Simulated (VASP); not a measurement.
A run of VASP 6.6.1 is set up as follows.

The input INCAR:

```
SYSTEM = Nb
ALGO = Normal ; EDIFF = 1E-6
ENCUT = 520 ; ISIF = 2
ISMEAR = -1 ; LASPH = .TRUE.
LCHARG = .FALSE. ; LREAL = .FALSE.
LWAVE = .FALSE. ; NBANDS = 12
NELM = 60 ; PREC = Accurate
SIGMA = 0.1
```

File KPOINTS:

```
k-points
0
G
  13 13 13
  0 0 0
```

File POSCAR:

```
Nb
1.0
    2.5544018959      0.0000000000      0.0000000000
    0.0000000000      2.5544018959      0.0000000000
    0.0000000000      0.0000000000      2.5544018959
Nb
1
Direct
    0.0000000000      0.0000000000      0.0000000000
```

Potentials or basis: VASP PAW LDA potentials, release 64 (Nb_sv).

Command:

```console
$ cat potpaw_LDA.64/Nb_sv/POTCAR > POTCAR
$ mpirun -np 1 vasp_std > vasp.out
```

Q: Estimate the pressure.

A: 24.3 GPa.
